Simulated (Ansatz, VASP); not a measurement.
One calculation of Pd, two programs

INCAR

```
ALGO     = Fast           # electronic algorithm
EDIFF    = 1E-6           # SCF threshold, eV
EDIFFG   = -0.04          # ionic threshold
ENCUT    = 600            # plane-wave cutoff, eV
GGA      = PE             # functional
IBRION   = 2              # ionic algorithm
ISIF     = 3              # what is computed and relaxed
ISMEAR   = 0              # smearing method
LASPH    = T              # aspherical terms in the spheres
LCHARG   = F              # write CHGCAR
LREAL    = F              # projectors in reciprocal space
LWAVE    = F              # write WAVECAR
NELM     = 60             # most SCF steps
NSW      = 90             # ionic steps
PREC     = Accurate       # precision mode
SIGMA    = 0.1            # smearing width, eV
```

File KPOINTS:

```
k-points
0
Gamma
  8 8 6
```

POSCAR

```
Pd
1.0
    1.3014383714     -3.7890394812      0.0000000000
    1.3014383714      3.7890394812      0.0000000000
   -0.1105234539      0.0000000000      3.1335492958
Pd
2
Direct
    0.8690000000      0.1310000000      0.2500000000
    0.1310000000      0.8690000000      0.7500000000
```

Input for Ansatz:

```yaml
crystal:
  lattice:
    - [1.3014383714, -3.7890394812, 0.0]
    - [1.3014383714, 3.7890394812, 0.0]
    - [-0.1105234539, 0.0, 3.1335492958]
  atoms:
    - { symbol: Pd, position: [0.869, 0.131, 0.25] }
    - { symbol: Pd, position: [0.131, 0.869, 0.75] }
basis:
  ecutwfc: 420
kpoints:
  mp_grid: { grid: [8, 8, 6] }
hamiltonian:
  xc: pbe
scf:
  occupations: { method: gaussian, width: 0.1 }
  lower_state_search: "off"
output:
  forces: true
  stress: true
  eigenvalues: true
relax:
  adjacent_minimum: "off"
  f_tol: 0.04
  max_steps: 70
  cell: { stress_tol: 0.4 }
```

Alike in both runs: task relaxation of cell and atoms; functional PBE; k mesh 8 × 8 × 6; occupations gaussian, width 0.1 eV; no spin polarisation.

|  | VASP | Ansatz |
| --- | --- | --- |
| version | VASP 6.6.1 | Ansatz 0.2.0 |
| potentials or method | VASP PAW PBE potentials, release 64 (Pd), cutoff 600 eV | scalar-relativistic, plane waves, PAW |
| valence electrons in the cell | 20 | 36 |

|  | VASP | Ansatz | Ansatz less VASP |
| --- | --- | --- | --- |
| gap on the k mesh at the Fermi level, each at its own relaxed structure (eV) | none | none | - |
| relaxed volume (Å³/atom) | 16.02 | 16.06 | +0.040 |
| relaxed cell length with the largest relative difference (Å) | 2.714 | 2.720 | +0.0059 |

A gap of «none» marks a metal or a gap that the smearing closes. VASP's potentials hold 20 valence electrons a cell and Ansatz's 36, so a difference there can come from the potentials and not from the codes.
